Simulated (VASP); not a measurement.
# Si2W (I4/mmm) in VASP: settings compared

Aim: see how the results for Si2W move with the level of theory and the settings. Levels: PBE+D3(BJ), PBE+D4. Tasks: relaxation of cell and atoms.

All numbers are computed with VASP 6.6.1; they aren't measurements. Logs are shortened: lines on timing, memory, paths and dates and some standing lists are left out, and cuts for length are marked.

**1. The cell of the first run**

Symmetry: I4/mmm, No. 139, tetragonal system. The conventional cell has a = 3.214 Å, b = 3.214 Å, c = 7.830 Å, α = 90.00°, β = 90.00°, γ = 90.00°. W (site symmetry 4/mmm) has 10 Si at 2.62 Å and 4 W at 3.21 Å within 3.4 Å. Si (site symmetry 4mm) has 9 Si at 2.59 to 3.21 Å and 5 W at 2.62 Å within 3.4 Å.

**2. Relaxation of cell and atoms, PBE+D3(BJ)**

Input file INCAR:

```
SYSTEM = Si2W
ALGO = Normal
EDIFF = 1E-6
EDIFFG = -0.01
ENCUT = 600
GGA = PE
IBRION = 2
ISIF = 3
ISMEAR = -1
IVDW = 12
LASPH = .TRUE.
LCHARG = .FALSE.
LREAL = .FALSE.
LWAVE = .FALSE.
NELM = 60
NSW = 60
PREC = Accurate
SIGMA = 0.05
```

Input file KPOINTS:

```
k-points
0
G
  12 12 12
  0 0 0
```

Input file POSCAR:

```
Si2W
1.0
   -1.6069000000      1.6069000000      3.9149500000
    1.6069000000     -1.6069000000      3.9149500000
    1.6069000000      1.6069000000     -3.9149500000
W Si
1 2
Direct
    0.0000000000      0.0000000000      0.0000000000
    0.6653000000      0.6653000000      0.0000000000
    0.3347000000      0.3347000000      0.0000000000
```

Potentials or basis: VASP PAW PBE potentials, release 64 (W_sv, Si).

Command:

```
$ cat potpaw_PBE.64/W_sv/POTCAR potpaw_PBE.64/Si/POTCAR > POTCAR
$ mpirun -np 1 vasp_std > vasp.out
```

OUTCAR:

```text
SYSTEM = Si2W
   EDIFF = 1E-6
   EDIFFG = -0.01
   ENCUT = 600
   GGA = PE
   IBRION = 2
   ISIF = 3
   ISMEAR = -1
   IVDW = 12
   LASPH = .TRUE.
   LREAL = .FALSE.
   NELM = 60
   NSW = 60
   PREC = Accurate
 IVDW          = 12

 ion  position               nearest neighbor table
   1  0.000  0.000  0.000-   2 2.62   2 2.62   2 2.62   3 2.62   2 2.62   3 2.62   3 2.62   3 2.62
                             2 2.62   3 2.62
   2  0.665  0.665  0.000-   3 2.59   1 2.62   1 2.62   1 2.62   1 2.62   1 2.62   3 2.63   3 2.63
                             3 2.63   3 2.63
   3  0.335  0.335  0.000-   2 2.59   1 2.62   1 2.62   1 2.62   1 2.62   1 2.62   2 2.63   2 2.63
                             2 2.63   2 2.63

  LATTYP: Found a body centered tetragonal cell.
 ALAT       =     3.2138000000
 C/A-ratio  =     2.4363370465

  Lattice vectors:

 A1 = (  -1.6069000000,   1.6069000000,   3.9149500000)
 A2 = (   1.6069000000,  -1.6069000000,   3.9149500000)
 A3 = (   1.6069000000,   1.6069000000,  -3.9149500000)

Analysis of symmetry for initial positions (statically):
=====================================================================
 Subroutine PRICEL returns:
 Original cell was already a primitive cell.

 Routine SETGRP: Setting up the symmetry group for a
 body centered tetragonal supercell.

 Subroutine GETGRP returns: Found 16 space group operations
 (whereof 16 operations were pure point group operations)
 out of a pool of 16 trial point group operations.

The static configuration has the point symmetry D_4h.

Analysis of symmetry for dynamics (positions and initial velocities):
=====================================================================
 Subroutine PRICEL returns:
 Original cell was already a primitive cell.

 Routine SETGRP: Setting up the symmetry group for a
 body centered tetragonal supercell.

 Subroutine GETGRP returns: Found 16 space group operations
 (whereof 16 operations were pure point group operations)
 out of a pool of 16 trial point group operations.

The dynamic configuration has the point symmetry D_4h.

 Subroutine INISYM returns: Found 16 space group operations
 (whereof 16 operations are pure point group operations),
 and found     1 'primitive' translations

----------------------------------------------------------------------------------------

                                     Primitive cell

  volume of cell :      40.4356

  direct lattice vectors                    reciprocal lattice vectors
    -1.606900000  1.606900000  3.914950000     0.000000000  0.311158131  0.127715552
     1.606900000 -1.606900000  3.914950000     0.311158131  0.000000000  0.127715552
     1.606900000  1.606900000 -3.914950000     0.311158131  0.311158131  0.000000000

  length of vectors
     4.526708376  4.526708376  4.526708376     0.336348992  0.336348992  0.440044048

  position of ions in fractional coordinates (direct lattice)
[... 81 lines left out ...]
   EDIFF  = 0.1E-05   stopping-criterion for ELM
   LREAL  =      F    real-space projection
   EDIFFG = -.1E-01   stopping-criterion for IOM
   NSW    =     60    number of steps for IOM
   IBRION =      2    ionic relax: 0-MD 1-quasi-New 2-CG
   NFREE  =      1    steps in history (QN), initial steepest desc. (CG)
   ISIF   =      3    stress and relaxation
   ISYM   =      2    0-nonsym 1-usesym 2-fastsym
   POTIM  = 0.5000    time-step for ionic-motion
   TEBEG  =    0.0;   TEEND  =   0.0 temperature during run
   PSTRESS=    0.0 pullay stress
   NELECT =      22.0000    total number of electrons
   NUPDOWN=      -1.0000    fix difference up-down
   EMIN   =  10.00;   EMAX   =-10.00  energy-range for DOS
   EFERMI =   0.00;   METHOD = LEGACY
   ISMEAR =    -1;   SIGMA  =   0.05  broadening in eV -4-tet -1-fermi 0-gaus
   EFERMI_NEDOS =   21; number of points for ismear=-14 and -15
   IALGO  =     38    algorithm
   IMIX   =      4    mixing-type and parameters
     AMIX     =   0.40;   BMIX     =  1.00
     AMIX_MAG =   1.60;   BMIX_MAG =  1.00
  volume/ion in A,a.u.               =      13.48        90.96
  Fermi-wavevector in a.u.,A,eV,Ry     =   1.336476  2.525573 24.302284  1.786167
  Thomas-Fermi vector in A             =   2.465099
   LORBIT       =      0    0 simple, 1 ext, 2 COOP (PROOUT), +10 PAW based schemes
   GGA     = PE    functional components
   LHFCALC =     F    Hartree Fock is set to
   AEXX    =    0.0000 exact exchange contribution
   IVDW    =    12    specifies the selected vdW correction
   LEPSILON=     F    determine dielectric tensor
   LRPA    =     F    only Hartree local field effects (RPA)
 conjugate gradient relaxation of ions
 non-spin polarized calculation
  energy-cutoff  :      600.00
  volume of cell :       40.44
 maximum number of plane-waves:      1372
   NGX = 19   NGY = 19   NGZ = 19

--------------------------------------- Ionic step        1  -------------------------------------------

 number of electron      21.9999999 magnetization

 Free energy of the ion-electron system (eV)
  ---------------------------------------------------
  ext. energy  EPLUGINS =         0.00000000
  ---------------------------------------------------
  free energy    TOTEN  =       -24.80951790 eV

  energy without entropy =      -24.80756847  energy(sigma->0) =      -24.80854318

------------------------ aborting loop because EDIFF is reached ----------------------------------------

 Edisp (eV)   -1.71689

 E8    (eV) :    -0.7751
[... 196 lines left out ...]
--------------------------------------- Ionic step        6  -------------------------------------------

 number of electron      21.9999999 magnetization

 Free energy of the ion-electron system (eV)
  ---------------------------------------------------
  ext. energy  EPLUGINS =         0.00000000
  ---------------------------------------------------
  free energy    TOTEN  =       -24.78802784 eV

  energy without entropy =      -24.78623763  energy(sigma->0) =      -24.78713274

 E-fermi :  12.2318     XC(G=0): -12.6085

 val. band max:       12.1850537342   @ k =  -0.3333  -0.4167   0.3333
 cond. band min:      12.2351366095   @ k =  -0.4167  -0.4167   0.3333
 fundamental gap:      0.0500828754
 Fermi energy:        12.2317816126

 k-point     1 :       0.0000    0.0000    0.0000
  band No.  band energies     occupation
      1     -61.6156      2.00000
      2     -25.8953      2.00000
      3     -25.8616      2.00000
      4     -25.8616      2.00000
      5      -2.0229      2.00000
      6       5.2492      2.00000
      7       8.4510      2.00000
      8       8.8111      2.00000
      9       9.3087      2.00000
     10       9.3087      2.00000
     11      12.8566      0.00001
     12      15.0404      0.00000
     13      15.0512      0.00000
     14      15.3714      0.00000
[... 401 lines left out ...]
      2     -26.0710      2.00000
      3     -25.8976      2.00000
      4     -25.8716      2.00000
      5       1.1056      2.00000
      6       3.7947      2.00000
      7       6.3756      2.00000
      8       7.5908      2.00000
      9       9.2660      2.00000
     10       9.8144      2.00000
     11       9.9745      2.00000
     12      14.3151      0.00000
     13      14.9751      0.00000
     14      15.6214      0.00000
     15      17.0338      0.00000

 [... further k-points ...]

------------------------ aborting loop because EDIFF is reached ----------------------------------------

 Edisp (eV)   -1.74648

 E8    (eV) :    -0.7886
[... 26 lines left out ...]
  FREE ENERGIE OF THE ION-ELECTRON SYSTEM (eV)
  ---------------------------------------------------
  free  energy   TOTEN  =       -26.5345113422 eV

  energy  without entropy=      -26.5327211305  energy(sigma->0) =      -26.53361624

 reached required accuracy - stopping structural energy minimisation
```

OSZICAR:

```text
N       E                     dE             d eps       ncg     rms          rms(c)
DAV:   1     0.135668821309E+03    0.13567E+03   -0.12147E+04  4890   0.164E+03
[... 43 lines left out ...]
   5 F= -.26534488E+02 E0= -.26533590E+02  d E =-.445414E-03
       N       E                     dE             d eps       ncg     rms          rms(c)
DAV:   1    -0.247881195771E+02    0.24389E-03   -0.37945E-03  5737   0.571E-01    0.538E-02
DAV:   2    -0.247880454807E+02    0.74096E-04   -0.25977E-04  5688   0.129E-01    0.234E-02
DAV:   3    -0.247880302227E+02    0.15258E-04   -0.25981E-05  6108   0.385E-02    0.985E-03
DAV:   4    -0.247880277947E+02    0.24279E-05   -0.70599E-06  6108   0.209E-02    0.308E-03
DAV:   5    -0.247880278442E+02   -0.49440E-07   -0.43816E-07  2599   0.537E-03
   6 F= -.26534511E+02 E0= -.26533616E+02  d E =-.236697E-04
```

Wall time 3 min (1 thread of Intel Xeon 6975P-C (Granite Rapids), shared host); peak memory 0.3 GiB.

What came out:

| Quantity | Value |
| --- | --- |
| Free energy | -26.5345 eV |
| Relaxed volume | 13.26 Å³/atom |
| Relaxed cell | a = 4.506 Å, b = 4.506 Å, c = 4.506 Å, α = 138.49°, β = 138.49°, γ = 60.15° |
| Space group after relaxing (to 0.05 Å) | I4/mmm (No. 139) |
| Energy gained by relaxing | 2.7 meV/atom |
| Ionic steps | 6 |
| Pressure after relaxing | 0.0 GPa |
| Largest force after relaxing | 0.005 eV/Å |
| Band gap on the k mesh | zero (band 11 reaches 12.99 eV, above the bottom of band 12 at 11.63 eV) |
| Dispersion energy per atom | -0.582 eV |

Forces in eV/Å, atoms in the order of the input:
```
W    0.000  0.000  0.000
Si   0.000  0.000 -0.005
Si   0.000  0.000  0.005
```

Step by step:
| step | energy change (eV) | largest force (eV/Å) | pressure (GPa) | volume (Å³) |
| --- | --- | --- | --- | --- |
| 1 | 0.0000 | 0.0699 | -3.65 | 40.44 |
| 2 | 0.0164 | 0.1214 | 7.20 | 38.67 |
| 3 | -0.0076 | 0.0889 | 0.07 | 39.79 |
| 4 | -0.0081 | 0.0077 | -0.03 | 39.78 |
| 5 | -0.0081 | 0.0149 | -0.02 | 39.78 |
| 6 | -0.0081 | 0.0046 | 0.03 | 39.77 |

Final structure:
```cif
data_structure
_symmetry_space_group_name_H-M 'P 1'
_symmetry_Int_Tables_number 1
_cell_length_a 4.5062
_cell_length_b 4.5062
_cell_length_c 4.5062
_cell_angle_alpha 138.492
_cell_angle_beta 138.492
_cell_angle_gamma 60.151
_cell_volume 39.77
loop_
_atom_site_label
_atom_site_type_symbol
_atom_site_fract_x
_atom_site_fract_y
_atom_site_fract_z
_atom_site_occupancy
W1 W 0.00000 0.00000 0.00000 1
Si1 Si 0.66602 0.66602 0.00000 1
Si2 Si 0.33398 0.33398 0.00000 1
```

Caveat: spin-orbit coupling is left out, which moves the levels of the heavy elements; pairwise dispersion overbinds metals, which lowers pressure and volume.

**3. Relaxation of cell and atoms, PBE+D4**

Input file INCAR:

```
PREC = Accurate ; ENCUT = 600
EDIFF = 1E-7 ; ISMEAR = -1
SIGMA = 0.05 ; LREAL = False
LASPH = True ; NELM = 100
ALGO = Normal ; ISIF = 3
LWAVE = False ; LCHARG = False
GGA = PE ; IVDW = 13
IBRION = 2 ; NSW = 60
EDIFFG = -0.01
```

Input file KPOINTS:

```
regular mesh
0
Gamma
  12 12 12
```

POSCAR is that of step 2.

Potentials or basis: VASP PAW PBE potentials, release 64 (W_sv, Si).

Command:

```
$ cat potpaw_PBE.64/W_sv/POTCAR potpaw_PBE.64/Si/POTCAR > POTCAR
$ mpirun -np 1 vasp_std > vasp.out
```

Wall time 3.7 min (1 thread of Intel Xeon 6975P-C (Granite Rapids), shared host); peak memory 0.3 GiB.

Results (log left out):

- Free energy: -26.5322 eV
- Relaxed volume: 13.31 Å³/atom
- Relaxed cell: a = 4.512 Å, b = 4.512 Å, c = 4.512 Å, α = 138.49°, β = 138.49°, γ = 60.16°
- Space group after relaxing (to 0.05 Å): I4/mmm (No. 139)
- Energy gained by relaxing: 1.7 meV/atom
- Ionic steps: 6
- Pressure after relaxing: 0.0 GPa
- Largest force after relaxing: 0.004 eV/Å
- Band gap on the k mesh: zero (band 11 reaches 12.93 eV, above the bottom of band 12 at 11.58 eV)
- Dispersion energy per atom: -0.579 eV

Forces in eV/Å, atoms in the order of the input:
```
W    0.000  0.000  0.000
Si   0.000  0.000 -0.004
Si   0.000  0.000  0.004
```

The path:
```tsv
step	energy change (eV)	largest force (eV/Å)	pressure (GPa)	volume (Å³)
1	0.0000	0.0701	-2.78	40.44
2	0.0090	0.0923	5.36	39.08
3	-0.0046	0.0790	0.08	39.93
4	-0.0050	0.0064	-0.01	39.93
5	-0.0050	0.0126	-0.01	39.93
6	-0.0050	0.0039	0.01	39.92
```

Final structure:
```
CELL_PARAMETERS angstrom
-1.59894 1.59894 3.90396
1.59894 -1.59894 3.90396
1.59894 1.59894 -3.90396
ATOMIC_POSITIONS crystal
W 0.00000 0.00000 0.00000
Si 0.66596 0.66596 0.00000
Si 0.33404 0.33404 0.00000
```

Levels at points of the mesh, in eV from the Fermi level:
| k point | band 8 | band 9 | band 10 | band 11 | band 12 | band 13 | band 14 | band 15 |
| --- | --- | --- | --- | --- | --- | --- | --- | --- |
| (0.00, 0.00, 0.00) | -3.40 | -2.91 | -2.91 | 0.62 | 2.79 | 2.84 | 3.13 | 3.13 |
| (0.50, 0.00, 0.00) | -4.92 | -2.85 | -2.83 | -0.47 | 2.75 | 2.77 | 3.95 | 4.49 |
| (0.50, 0.50, 0.00) | -5.54 | -5.11 | -3.34 | -1.77 | 2.77 | 3.02 | 3.18 | 3.89 |
| (0.50, 0.50, 0.50) | -2.66 | -0.87 | -0.87 | -0.53 | -0.53 | 0.80 | 4.48 | 5.02 |

Caveat: spin-orbit coupling is left out, which moves the levels of the heavy elements; pairwise dispersion overbinds metals, which lowers pressure and volume.
